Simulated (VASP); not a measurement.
# BN (P6_3/mmc) in VASP: single point with PBE

Aim: the single point of BN with PBE.

All numbers are computed with VASP 6.6.1; they aren't measurements. Logs are shortened: lines on timing, memory, paths and dates and some standing lists are left out, and cuts for length are marked.

## (1) The cell of the first run

The structure is hexagonal, space group P6_3/mmc (No. 194). The conventional cell has a = 3.084 Å, b = 3.084 Å, c = 3.788 Å, α = 90.00°, β = 90.00°, γ = 120.00°. Within 2.4 Å of B (site symmetry -6m2) lie 5 N at 1.78 to 1.89 Å. N (site symmetry -6m2) has 5 B at 1.78 to 1.89 Å within 2.4 Å.

## (2) Single point, PBE (Al replaced by B, lengths x 0.884, strained)

INCAR

```
  PREC = Accurate
  ENCUT = 520
  EDIFF = 1E-6
  ISMEAR = 0
  SIGMA = 0.01
  LREAL = F
  LASPH = T
  NELM = 100
  ALGO = Normal
  ISIF = 2
  LWAVE = F
  LCHARG = T
  GGA = PE
  LELF = T
  LVHAR = T
  NBANDS = 16
```

KPOINTS

```
Automatic mesh
0
Gamma
  15 15 10
```

POSCAR

```
BN
1.0
    3.0842509766      0.0000000000      0.0000000000
   -1.5421254883      2.6710396974      0.0000000000
    0.0000000000      0.0000000000      3.7883685080
B N
2 2
Direct
    0.3333333300      0.6666666700      0.7500000000
    0.6666666700      0.3333333300      0.2500000000
    0.3333333300      0.6666666700      0.2500000000
    0.6666666700      0.3333333300      0.7500000000
```

Potentials or basis: VASP PAW PBE potentials, release 64 (B, N).

On the command line:

```sh
$ cat potpaw_PBE.64/B/POTCAR potpaw_PBE.64/N/POTCAR > POTCAR
$ mpirun -np 1 vasp_std > vasp.out
```

OUTCAR:

```text
PREC = Accurate
   ENCUT = 520
   EDIFF = 1E-6
   ISMEAR = 0
   LREAL = F
   LASPH = T
   NELM = 100
   ISIF = 2
   GGA = PE

 ion  position               nearest neighbor table
   1  0.333  0.667  0.750-   4 1.78   4 1.78   4 1.78   3 1.89   3 1.89
   2  0.667  0.333  0.250-   3 1.78   3 1.78   3 1.78   4 1.89   4 1.89
   3  0.333  0.667  0.250-   2 1.78   2 1.78   2 1.78   1 1.89   1 1.89
   4  0.667  0.333  0.750-   1 1.78   1 1.78   1 1.78   2 1.89   2 1.89

  LATTYP: Found a hexagonal cell.
 ALAT       =     3.0842509766
 C/A-ratio  =     1.2282944990

  Lattice vectors:

 A1 = (   3.0842509766,   0.0000000000,   0.0000000000)
 A2 = (  -1.5421254883,   2.6710396974,   0.0000000000)
 A3 = (   0.0000000000,   0.0000000000,   3.7883685080)

Analysis of symmetry for initial positions (statically):
=====================================================================
 Subroutine PRICEL returns:
 Original cell was already a primitive cell.

 Routine SETGRP: Setting up the symmetry group for a
 hexagonal supercell.

 Subroutine GETGRP returns: Found 24 space group operations
 (whereof 12 operations were pure point group operations)
 out of a pool of 24 trial point group operations.

The static configuration has the point symmetry D_3d.
 The point group associated with its full space group is D_6h.

Analysis of symmetry for dynamics (positions and initial velocities):
=====================================================================
 Subroutine PRICEL returns:
 Original cell was already a primitive cell.

 Routine SETGRP: Setting up the symmetry group for a
 hexagonal supercell.

 Subroutine GETGRP returns: Found 24 space group operations
 (whereof 12 operations were pure point group operations)
 out of a pool of 24 trial point group operations.

The dynamic configuration has the point symmetry D_3d.
 The point group associated with its full space group is D_6h.

 Subroutine INISYM returns: Found 24 space group operations
 (whereof 12 operations are pure point group operations),
 and found     1 'primitive' translations

----------------------------------------------------------------------------------------

[... 88 lines left out ...]
   ISTART =      0    job   : 0-new  1-cont  2-samecut
   ICHARG =      2    charge: 1-file 2-atom 10-const
   ISPIN  =      1    spin polarized calculation?
   LNONCOLLINEAR =      F non collinear calculations
   LSORBIT =      F    spin-orbit coupling
   LASPH  =      T    aspherical Exc in radial PAW
   ENCUT  =  520.0 eV  38.22 Ry    6.18 a.u.   5.73  5.73  7.04*2*pi/ulx,y,z
   NELM   =    100;   NELMIN=  2; NELMDL= -5     # of ELM steps
   EDIFF  = 0.1E-05   stopping-criterion for ELM
   LREAL  =      F    real-space projection
   EDIFFG = 0.1E-04   stopping-criterion for IOM
   NSW    =      0    number of steps for IOM
   IBRION =     -1    ionic relax: 0-MD 1-quasi-New 2-CG
   NFREE  =      0    steps in history (QN), initial steepest desc. (CG)
   ISIF   =      2    stress and relaxation
   ISYM   =      2    0-nonsym 1-usesym 2-fastsym
   POTIM  = 0.5000    time-step for ionic-motion
   TEBEG  =    0.0;   TEEND  =   0.0 temperature during run
   PSTRESS=    0.0 pullay stress
   NELECT =      16.0000    total number of electrons
   NUPDOWN=      -1.0000    fix difference up-down
   EMIN   =  10.00;   EMAX   =-10.00  energy-range for DOS
   EFERMI =   0.00;   METHOD = LEGACY
   ISMEAR =     0;   SIGMA  =   0.01  broadening in eV -4-tet -1-fermi 0-gaus
   EFERMI_NEDOS =   21; number of points for ismear=-14 and -15
   IALGO  =     38    algorithm
   IMIX   =      4    mixing-type and parameters
     AMIX     =   0.40;   BMIX     =  1.00
     AMIX_MAG =   1.60;   BMIX_MAG =  1.00
  volume/ion in A,a.u.               =       7.80        52.65
  Fermi-wavevector in a.u.,A,eV,Ry     =   1.310250  2.476013 23.357860  1.716754
  Thomas-Fermi vector in A             =   2.440793
   LORBIT       =      0    0 simple, 1 ext, 2 COOP (PROOUT), +10 PAW based schemes
   GGA     = PE    functional components
   LHFCALC =     F    Hartree Fock is set to
   AEXX    =    0.0000 exact exchange contribution
   IVDW    =     0    specifies the selected vdW correction
   LEPSILON=     F    determine dielectric tensor
   LRPA    =     F    only Hartree local field effects (RPA)
 non-spin polarized calculation
 Gauss-broadening in eV      SIGMA  =   0.01
  energy-cutoff  :      520.00
  volume of cell :       31.21
 maximum number of plane-waves:       852
 NGX is ok and might be reduce to    24
   NGX = 11   NGY = 11   NGZ = 15

 number of electron      15.9999998 magnetization

 Free energy of the ion-electron system (eV)
  ---------------------------------------------------
  ext. energy  EPLUGINS =         0.00000000
  ---------------------------------------------------
  free energy    TOTEN  =       -28.77645457 eV

  energy without entropy =      -28.77645457  energy(sigma->0) =      -28.77645457

 E-fermi :   5.8933     XC(G=0): -11.5361

 val. band max:        5.8231284914   @ k =   0.3333   0.3333   0.5000
 cond. band min:       6.0828701541   @ k =   0.0000   0.0000   0.0000
 fundamental gap:      0.2597416627
 Fermi energy:         5.8932954260

 k-point     1 :       0.0000    0.0000    0.0000
  band No.  band energies     occupation
      1     -12.9792      2.00000
      2      -7.2590      2.00000
      3      -3.0489      2.00000
      4       1.1982      2.00000
      5       1.1982      2.00000
      6       4.4699      2.00000
[... 433 lines left out ...]
      3      -2.4436      2.00000
      4      -0.7056      2.00000
      5      -0.1590      2.00000
      6       0.0861      2.00000
[... 8 lines left out ...]
     15      16.6841      0.00000
     16      16.9452      0.00000

 [... further k-points ...]
[... 5 lines left out ...]
  --------------------------------------------------------------------------------------
  -------------------------------------------------------------------------------------
  Total      -14.7365230    -14.7365230     -0.6702027      0.0000000     -0.0000000      0.0000000
  in kB     -756.5250930   -756.5250930    -34.4060220      0.0000000     -0.0000000      0.0000000
  external PRESSURE =    -515.8187360 kB  Pullay stress =       0.0000000 kB

 VOLUME and BASIS-vectors are now :
 -----------------------------------------------------------------------------
  energy-cutoff  :      520.00
  volume of cell :       31.21
      direct lattice vectors                 reciprocal lattice vectors
     3.084250977  0.000000000  0.000000000     0.324227830  0.187193025  0.000000000
    -1.542125488  2.671039697  0.000000000     0.000000000  0.374386049  0.000000000
     0.000000000  0.000000000  3.788368508     0.000000000  0.000000000  0.263965873

 POSITION                                       TOTAL-FORCE (eV/Angst)
 -----------------------------------------------------------------------------------
     -0.00000      1.78069      2.84128        -0.000000     -0.000000      0.000000
      1.54213      0.89035      0.94709         0.000000      0.000000      0.000000
     -0.00000      1.78069      0.94709         0.000000     -0.000000      0.000000
      1.54213      0.89035      2.84128        -0.000000     -0.000000      0.000000
 -----------------------------------------------------------------------------------
    total drift:                               -0.000002      0.000001      0.000000

  FREE ENERGIE OF THE ION-ELECTRON SYSTEM (eV)
  ---------------------------------------------------
  free  energy   TOTEN  =       -28.7764545718 eV

  energy  without entropy=      -28.7764545718  energy(sigma->0) =      -28.77645457
```

OSZICAR:

```text
N       E                     dE             d eps       ncg     rms          rms(c)
DAV:   1     0.399492810666E+02    0.39949E+02   -0.79435E+03  5208   0.941E+02
DAV:   2    -0.278501828205E+02   -0.67799E+02   -0.60711E+02  7408   0.203E+02
DAV:   3    -0.305309215563E+02   -0.26807E+01   -0.26664E+01  6040   0.387E+01
DAV:   4    -0.305427044261E+02   -0.11783E-01   -0.11780E-01  6200   0.279E+00
DAV:   5    -0.305427674059E+02   -0.62980E-04   -0.62980E-04  5832   0.185E-01    0.842E+00
DAV:   6    -0.287677711894E+02    0.17750E+01   -0.26560E+00  6312   0.153E+01    0.302E+00
DAV:   7    -0.287791449355E+02   -0.11374E-01   -0.29324E-01  5736   0.455E+00    0.216E+00
DAV:   8    -0.287793161703E+02   -0.17123E-03   -0.26290E-02  5320   0.144E+00    0.523E-01
DAV:   9    -0.287760513599E+02    0.32648E-02   -0.33306E-03  6056   0.646E-01    0.132E-01
DAV:  10    -0.287764323928E+02   -0.38103E-03   -0.10790E-03  6464   0.219E-01    0.257E-02
DAV:  11    -0.287764541221E+02   -0.21729E-04   -0.32154E-05  6704   0.479E-02    0.148E-02
DAV:  12    -0.287764545718E+02   -0.44975E-06   -0.16212E-06  5288   0.109E-02
   1 F= -.28776455E+02 E0= -.28776455E+02  d E =-.416151E-26
```

Run time: 84 s. Hardware: 1 thread of AMD EPYC 7R13, shared host; peak memory 0.16 GiB.

Results:

```yaml
Free_energy: -28.7765 eV
Pressure: -51.6 GPa
Band_gap_on_the_k_mesh: 0.26 eV (least direct gap 0.76 eV)
```

Levels at points of the mesh, in eV from the valence-band top:
| k point | band 4 | band 5 | band 6 | band 7 | band 8 | band 9 | band 10 | band 11 | band 12 | band 13 |
| --- | --- | --- | --- | --- | --- | --- | --- | --- | --- | --- |
| (0.00, 0.00, 0.00) | -4.62 | -4.62 | -1.35 | -1.35 | -0.50 | 0.26 | 4.28 | 4.28 | 4.45 | 7.95 |
| (0.00, 0.00, 0.50) | -3.65 | -3.13 | -3.13 | -3.13 | -3.13 | 3.30 | 3.30 | 5.47 | 5.47 | 5.47 |

Caveat: the cell differs from its parent crystal (Al replaced by B, lengths x 0.884, strained); the cell stands under tension; an odd mesh through Γ misses points on the zone boundary, where band edges can lie.
